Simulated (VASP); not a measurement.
The system is RbPd4N3.

```xyz
8
Lattice="7.9099 0.0000 0.0000 0.0000 3.5578 2.6353 0.0000 -3.5578 2.6353" Properties=species:S:1:pos:R:3 pbc="T T T"
Rb    3.9550    0.0000    2.7675
Pd    6.7939   -1.8997    3.2968
Pd    1.1161    1.8997    3.2968
Pd    6.7939    1.8997    3.2968
Pd    1.1161   -1.8997    3.2968
N     5.7029    0.0000    1.2378
N     2.2070    0.0000    1.2378
N     0.0000    0.0000    3.6626
```

* Program: VASP 6.6.1
* Task: relaxation of cell and atoms
* Functional: PBE
* Potentials or basis: VASP PAW PBE potentials, release 64 (Rb_sv, Pd, N)
* Cutoff: 600 eV
* k mesh: 2 × 3 × 3
* Occupations: gaussian, width 0.15 eV
* Spin: no spin polarisation

At the start: pressure 2.5 GPa; volume 18.54 Å³/atom.

Task: Where does the relaxation end?

Result: Over 24 steps the energy falls by 696.2 meV/atom and the volume is 18.41 Å³/atom (-0.7 %); space group Amm2 (No. 38, to 0.05 Å).

The path:
```tsv
step	energy change (eV)	largest force (eV/Å)	pressure (GPa)	volume (Å³)
1	0.0000	5.0640	2.50	148.32
2	-1.6970	7.0694	10.42	152.15
3	-3.4252	1.6501	-0.82	151.11
4	-4.1814	1.4702	-0.11	149.46
5	-5.0002	2.0553	7.30	143.57
6	-5.0394	1.4809	4.86	145.04
7	-5.4260	0.8529	-0.33	151.41
8	-5.4403	0.8379	-1.16	152.75
9	-5.4960	0.4748	0.47	152.04
10	-5.5017	0.2269	0.04	152.20
11	-5.5070	0.2107	-0.14	152.26
12	-5.5174	0.1645	-0.70	152.42
13	-5.5138	0.3498	-1.77	152.74
14	-5.5198	0.1994	-1.14	152.54
15	-5.5221	0.2017	-1.08	152.38
16	-5.5283	0.2079	-0.90	151.91
17	-5.5386	0.2203	-0.58	150.96
18	-5.5499	0.2458	0.10	149.08
19	-5.5509	0.2561	0.39	148.32
20	-5.5570	0.1425	0.09	148.17
21	-5.5584	0.1608	-0.16	148.05
22	-5.5625	0.1325	-0.04	147.79
23	-5.5672	0.1409	0.25	147.01
24	-5.5693	0.0698	0.00	147.32
```

Final structure:
```yaml
crystal:
  lattice:
    - [9.24856, 0.00000, 0.00000]
    - [0.00000, 2.83419, 2.81014]
    - [0.00000, -2.83419, 2.81014]
  atoms:
    - { symbol: Rb, position: [0.50000, 0.57207, 0.57207] }
    - { symbol: Pd, position: [0.83921, 0.42367, 0.89530] }
    - { symbol: Pd, position: [0.16079, 0.89530, 0.42367] }
    - { symbol: Pd, position: [0.83921, 0.89530, 0.42367] }
    - { symbol: Pd, position: [0.16079, 0.42367, 0.89530] }
    - { symbol: N, position: [0.72026, 0.16179, 0.16179] }
    - { symbol: N, position: [0.27974, 0.16179, 0.16179] }
    - { symbol: N, position: [0.00000, 0.65812, 0.65812] }
```

Caveat: the k points lie up to 0.52 Å⁻¹ apart in the final cell; the relaxation stopped at a loose force limit of 0.08 eV/Å, so its end isn't a converged minimum.
